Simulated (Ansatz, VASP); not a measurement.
## One calculation of Na, two programs

```
Na
1.0
    -1.72580    1.72580    2.74545
     1.72580   -1.72580    2.74545
     1.72580    1.72580   -2.74545
Na
1
Direct
  0.00000 0.00000 0.00000
```

Alike in both runs: task single point; functional LDA; k mesh 18 × 18 × 18; occupations gaussian, width 0.15 eV; no spin polarisation.

```csv
,VASP,Ansatz
version,VASP 6.6.1,Ansatz 0.2.0
potentials or method,"VASP PAW LDA potentials, release 64 (Na_pv), cutoff 520 eV","scalar-relativistic, plane waves, PAW"
valence electrons in the cell,7,9
```

|  | VASP | Ansatz | Ansatz less VASP |
| --- | --- | --- | --- |
| gap on the k mesh at the Fermi level (eV) | none | none | - |
| pressure (GPa) | 0.0 | 0.2 | +0.15 |
| traceless stress, the component that is largest in VASP (GPa) | -0.37 | -0.37 | +0.002 |

LDA's correlation is that of Perdew and Zunger in VASP and of Perdew and Wang (1992) in Ansatz. A gap of «none» marks a metal or a gap that the smearing closes. VASP's potentials hold 7 valence electrons a cell and Ansatz's 9, so a difference there can come from the potentials and not from the codes.
